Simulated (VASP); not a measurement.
Here is a VASP 6.6.1 calculation.

INCAR

```
SYSTEM = Ge
PREC = Accurate
ENCUT = 520
EDIFF = 1E-6
ISMEAR = -1
SIGMA = 0.1
LREAL = .False.
LASPH = .True.
NELM = 100
ALGO = Normal
ISIF = 2
LWAVE = .False.
LCHARG = .True.
GGA = PE
LELF = .True.
LVHAR = .True.
NBANDS = 21
```

File KPOINTS:

```
regular mesh
0
Gamma
  17 17 17
  0 0 0
```

Contents of POSCAR:

```
Ge
1.0
   -1.9269744595      1.9269744595      1.0401012750
    1.9269744595     -1.9269744595      1.0401012750
    1.9269744595      1.9269744595     -1.0401012750
Ge
2
Direct
   -0.3750000000     -0.1250000000     -0.2500000000
    0.3750000000      0.1250000000      0.2500000000
```

Potentials or basis: VASP PAW PBE potentials, release 64 (Ge_d).

Launch:

```sh
$ cat potpaw_PBE.64/Ge_d/POTCAR > POTCAR
$ mpirun -np 1 vasp_std > vasp.out
```

Question: What does it give for the pressure?

Answer: 522.2 GPa.

Question: What does it give for the band gap on the k mesh?

Answer: Zero (bands 14 and 15 overlap by 12.11 eV).

Stress tensor (GPa, compression positive):
```
523.40   0.00   0.00
  0.00 523.40   0.00
  0.00   0.00 519.83
```

Caveat: the cell stands under pressure.
